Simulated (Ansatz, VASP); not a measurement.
**Two plane-wave programs on Yb**

The input INCAR:

```
  PREC = Accurate
  ENCUT = 520
  EDIFF = 1E-6
  ISMEAR = 0
  SIGMA = 0.15
  LREAL = F
  LASPH = T
  NELM = 60
  ALGO = Fast
  ISIF = 2
  LWAVE = F
  LCHARG = T
  GGA = PE
  LELF = T
  LVHAR = T
  NBANDS = 18
```

The input KPOINTS:

```
Automatic mesh
0
Gamma
  14 14 14
```

The input POSCAR:

```
Yb
1.0
   -0.1436484195      2.6117894455      2.3244926065
    2.4681410260      0.0000000000      2.1808441870
    2.6117894455      2.6117894455     -0.1436484195
Yb
1
Direct
    0.0000000000      0.0000000000      0.0000000000
```

Input for Ansatz:

```yaml
crystal:
  lattice:
    - [-0.1436484195, 2.6117894455, 2.3244926065]
    - [2.468141026, 0.0, 2.180844187]
    - [2.6117894455, 2.6117894455, -0.1436484195]
  atoms:
    - { symbol: Yb, position: [0.0, 0.0, 0.0] }
basis:
  ecutwfc: 420
kpoints:
  mp_grid: { grid: [14, 14, 14] }
hamiltonian:
  xc: pbe
scf:
  occupations: { method: gaussian, width: 0.15 }
output:
  forces: true
  stress: true
  eigenvalues: true
```

Change from the starting cell: engineering shear strain xz -0.1100, normal strain along z -0.1100.

Alike in both runs: task single point; functional PBE; k mesh 14 × 14 × 14; occupations gaussian, width 0.15 eV; no spin polarisation.

|  | VASP | Ansatz |
| --- | --- | --- |
| version | VASP 6.6.1 | Ansatz 0.2.0 |
| potentials or method | VASP PAW PBE potentials, release 64 (Yb), cutoff 520 eV | scalar-relativistic, plane waves, PAW |
| valence electrons in the cell | 24 | 24 |

Ansatz gave:

| Property | Result |
| --- | --- |
| gap on the k mesh at the Fermi level (eV) | none |
| pressure (GPa) | 2.7 |
| traceless stress, the component that is largest in VASP (GPa) | 3.91 |

Problem. Which values does VASP return?

Solution. gap on the k mesh at the Fermi level (eV): none; pressure (GPa): 2.8; traceless stress, the component that is largest in VASP (GPa): 3.90.

A gap of «none» marks a metal or a gap that the smearing closes.

Neither program's run includes spin-orbit coupling.
